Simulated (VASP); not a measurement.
Runs of VASP 6.6.1 on SbS2. The structure is that of space group P-6m2 (No. 187), or close to it. The cells are those of the table. 

```csv
task,cell,k mesh,cutoff (eV),gap on the mesh (eV),relaxed volume (Å³/atom)
relaxation of cell and atoms,"relaxed from a = 3.016, b = 3.016, c = 16.252 Å, angles 90.0, 90.0, 120.0°, 3 atoms",6 × 6 × 2,600,none,61.86
single point,"a = 3.545, b = 3.545, c = 16.540 Å, angles 90.0, 90.0, 120.0°, 3 atoms",12 × 12 × 4,520,none,-
relaxation of cell and atoms,"relaxed from a = 3.550, b = 3.550, c = 16.543 Å, angles 90.0, 90.0, 120.0°, 3 atoms",12 × 12 × 4,600,none,(a)
single point,"a = 3.550, b = 3.550, c = 16.543 Å, angles 90.0, 90.0, 120.0°, 3 atoms",6 × 6 × 2,520,none,-
```

Alike in all rows: level PBEsol; potentials or basis VASP PAW PBE potentials, release 64 (Sb, S); no spin polarisation; smearing gaussian 0.1 eV.

Question: Fill in the values left out.

Answer: (a) 60.36.

Caveats: some runs use coarse meshes; the PAW data sets were made with another functional, which shifts forces and pressure a little; spin-orbit coupling is left out, which moves the levels of the heavy elements; the volume moved by over 15 % at a fixed basis, so the end points are rough (some runs).

A k mesh can miss the band edges, and the runs leave out spin-orbit coupling on Sb.

A gap of «none» marks levels without a gap at the run's occupations.
